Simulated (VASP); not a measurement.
Runs of VASP 6.6.1 on SnSe. Symmetry: F-43m, No. 216, cubic system. Conventional cell: a = 6.728 Å, b = 6.728 Å, c = 6.728 Å, α = 90.00°, β = 90.00°, γ = 90.00°. Within 3.8 Å of Sn (site symmetry -43m) lie 4 Se at 2.91 Å. Within 3.8 Å of Se (site symmetry -43m) lie 4 Sn at 2.91 Å. 

| level | spin | k mesh | smearing | gap on the mesh (eV) | pressure (GPa) |
| --- | --- | --- | --- | --- | --- |
| PBE | off | 4 × 4 × 4 | fermi-dirac 0.02 eV | none | 0.2 |
| PBE+D4 | off | 4 × 4 × 4 | fermi-dirac 0.02 eV | none | (a) |
| PBE | off | 4 × 4 × 4 | gaussian 0.001 eV | none | 0.3 |
| PBE | collinear, zero start | 4 × 4 × 4 | fermi-dirac 0.02 eV | none | 0.2 |
| PBE | off | 3 × 3 × 3 | fermi-dirac 0.02 eV | 0.82 | -0.1 |

Alike in all rows: task single point; potentials or basis VASP PAW PBE potentials, release 64 (Sn_d, Se); cell as given; cutoff (eV) 500.

Estimate the missing entries.

(a) -1.1.

Caveats: all runs use coarse meshes; spin-orbit coupling is left out, which moves the levels of the heavy elements; semilocal functionals underestimate gaps, so a narrow gap can read as zero (at least some runs); an odd mesh through Γ misses points on the zone boundary, where band edges can lie (at least some runs).

A k mesh can miss the band edges, and the runs leave out spin-orbit coupling on Se, Sn.

A gap of «none» marks levels without a gap at the run's occupations.
